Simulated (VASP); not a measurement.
Set up this calculation in VASP 6.6.1, as the native input.

- Task: single point
- Functional: r2SCAN
- Potentials or basis: VASP PAW PBE potentials, release 64 (Al, P)
- Cutoff: 550 eV
- k mesh: 8 × 8 × 8
- Occupations: gaussian, width 0.01 eV
- Spin: no spin polarisation
- Dipole correction: no
- Further INCAR settings: ALGO = Normal; EDIFF = 1e-06; NBANDS = 11

AlP:

```
Al P
1.0
     0.00000    2.73926    2.73926
     2.73926    0.00000    2.73926
     2.73926    2.73926    0.00000
Al P
1 1
Direct
  0.00000 0.00000 0.00000
  0.25000 0.25000 0.25000
```

These files were run (other wordings do the same):

POSCAR

```
AlP
1.0
    0.0000000000      2.7392572066      2.7392572066
    2.7392572066      0.0000000000      2.7392572066
    2.7392572066      2.7392572066      0.0000000000
Al P
1 1
Direct
    0.0000000000      0.0000000000      0.0000000000
    0.2500000000      0.2500000000      0.2500000000
```

INCAR.step1

```
PREC = Accurate
ENCUT = 550
ISMEAR = 0
SIGMA = 0.01
LREAL = F
LASPH = T
NELM = 120
NBANDS = 11
GGA = PE
ALGO = Normal
EDIFF = 1E-5
LWAVE = T
LCHARG = F
GGA_COMPAT = F
```

INCAR.step2

```
PREC = Accurate
ENCUT = 550
EDIFF = 1E-6
ISMEAR = 0
SIGMA = 0.01
LREAL = F
LASPH = T
NELM = 120
ALGO = Normal
ISIF = 2
LWAVE = F
LCHARG = F
METAGGA = R2SCAN
LMIXTAU = T
NBANDS = 11
ISTART = 1
GGA_COMPAT = F
```

KPOINTS

```
Automatic mesh
0
Gamma
  8 8 8
```

Potentials or basis: VASP PAW PBE potentials, release 64 (Al, P).

Launch:

```sh
$ cat potpaw_PBE.64/Al/POTCAR potpaw_PBE.64/P/POTCAR > POTCAR
$ cp INCAR.step1 INCAR
$ mpirun -np 1 vasp_std > vasp.out
$ cp INCAR.step2 INCAR
$ mpirun -np 1 vasp_std > vasp.out
```

Results of the run:

The pressure is -0.3 GPa and the band gap on the k mesh is 1.93 eV, indirect (least direct gap 3.91 eV).

Caveat: the PAW data sets were made with another functional, which shifts forces and pressure a little.

It took 59 s on 1 thread of Intel Xeon 6975P-C, with other jobs on the host, peak memory 0.17 GiB.
